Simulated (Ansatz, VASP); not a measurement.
# One calculation of TiAl, two programs

The input INCAR:

```
SYSTEM = TiAl
PREC = Accurate
ENCUT = 520
EDIFF = 1E-7
ISMEAR = 0
SIGMA = 0.15
LREAL = .FALSE.
LASPH = .TRUE.
NELM = 100
ALGO = Fast
ISIF = 2
LWAVE = .FALSE.
LCHARG = .TRUE.
GGA = PS
LELF = .TRUE.
LVHAR = .TRUE.
NBANDS = 14
```

File KPOINTS:

```
Automatic mesh
0
G
  20 20 20
  0 0 0
```

Contents of POSCAR:

```
TiAl
1.0
    3.1091269662      0.0000000000      0.0000000000
    0.0000000000      3.1091269662      0.0000000000
    0.0000000000      0.0000000000      3.0617798551
Ti Al
1 1
Direct
    0.0000000000      0.0000000000      0.0000000000
    0.5000000000      0.5000000000      0.5000000000
```

Input for Ansatz:

```yaml
crystal:
  lattice:
    - [3.1091269662, 0.0, 0.0]
    - [0.0, 3.1091269662, 0.0]
    - [0.0, 0.0, 3.0617798551]
  atoms:
    - { symbol: Ti, position: [0.0, 0.0, 0.0] }
    - { symbol: Al, position: [0.5, 0.5, 0.5] }
basis:
  ecutwfc: 420
kpoints:
  mp_grid: { grid: [20, 20, 20] }
hamiltonian:
  xc: pbesol
scf:
  occupations: { method: gaussian, width: 0.15 }
output:
  forces: true
  stress: true
  eigenvalues: true
```

Change from the starting cell: strain -0.015 along x and y, -0.030 along z, atoms carried along.

Alike in both runs: task single point; functional PBEsol; k mesh 20 × 20 × 20; occupations gaussian, width 0.15 eV; no spin polarisation.

|  | VASP | Ansatz |
| --- | --- | --- |
| version | VASP 6.6.1 | Ansatz 0.2.0 |
| potentials or method | VASP PAW PBE potentials, release 64 (Ti_sv, Al), cutoff 520 eV | scalar-relativistic, plane waves, PAW |
| valence electrons in the cell | 15 | 15 |

|  | VASP | Ansatz | Ansatz less VASP |
| --- | --- | --- | --- |
| gap on the k mesh at the Fermi level (eV) | none | none | - |
| pressure (GPa) | 8.2 | 8.1 | -0.04 |
| traceless stress, the component that is largest in VASP (GPa) | -0.41 | -0.41 | 0.000 |

VASP's potentials were made for PBE, not for PBEsol. A gap of «none» marks a metal or a gap that the smearing closes.
